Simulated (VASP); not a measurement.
Set up this calculation in VASP 6.6.1, as the native input.

```
Task                   : single point
Functional             : PBE
Dispersion             : D3(BJ)
Potentials or basis    : VASP PAW PBE potentials, release 64 (C)
Cutoff                 : 520 eV
k mesh                 : 7 × 11 × 3
Occupations            : gaussian, width 0.05 eV
Spin                   : no spin polarisation
Dipole correction      : no
Further INCAR settings : ALGO = Normal; EDIFF = 1e-06; NBANDS = 31; ISYM = 0
```

The structure of C lies in POSCAR:

```
C
1.0
    0.0000000000      1.4231666446     -3.3613878322
   -2.4649969361      0.0000000000      0.0000000000
    1.2324984681     12.1973508038      4.6090098225
C
10
Direct
    0.5966630742     -0.0731059744      0.6537880512
    0.7691437754      0.6251357946      0.0502715891
    0.9760236001      0.2005753523      0.2011507046
    0.1829034248      0.7760149101      0.3520298201
    0.3897832495      0.3514544678      0.5029089357
    0.8377360492      0.1503037632      0.1006075264
    0.0446158739      0.7257433210      0.2514866419
    0.2514956986      0.3011828787      0.4023657575
    0.4583755233      0.8766224365      0.5532448730
    0.6652553480      0.4520619943      0.7041239885
```

The input as run:

INCAR

```
SYSTEM = C
  PREC = Accurate
  ENCUT = 520
  EDIFF = 1E-6
  ISMEAR = 0
  SIGMA = 0.05
  LREAL = .FALSE.
  LASPH = .TRUE.
  NELM = 60
  ALGO = Normal
  ISIF = 2
  LWAVE = .FALSE.
  LCHARG = .TRUE.
  GGA = PE
  IVDW = 12
  LELF = .TRUE.
  LVHAR = .TRUE.
  ISYM = 0
  NBANDS = 31
```

KPOINTS

```
Automatic mesh
0
G
  7 11 3
  0 0 0
```

Potentials or basis: VASP PAW PBE potentials, release 64 (C).

Run with:

```sh
$ cat potpaw_PBE.64/C/POTCAR > POTCAR
$ mpirun -np 1 vasp_std > vasp.out
```

It gave:

```json
{"Pressure": "-0.1 GPa", "Largest force": "2.567 eV/Å", "Band gap on the k mesh": "zero (bands 20 and 21 overlap by 0.17 eV)", "Dispersion energy per atom": "-0.134 eV"}
```

Caveat: forces of over 1 eV/Å act on the atoms, so gaps and moduli don't describe the material at rest.

Run time: 11 min on 1 thread of Intel Xeon 8259CL (shared host), peak memory 0.4 GiB.
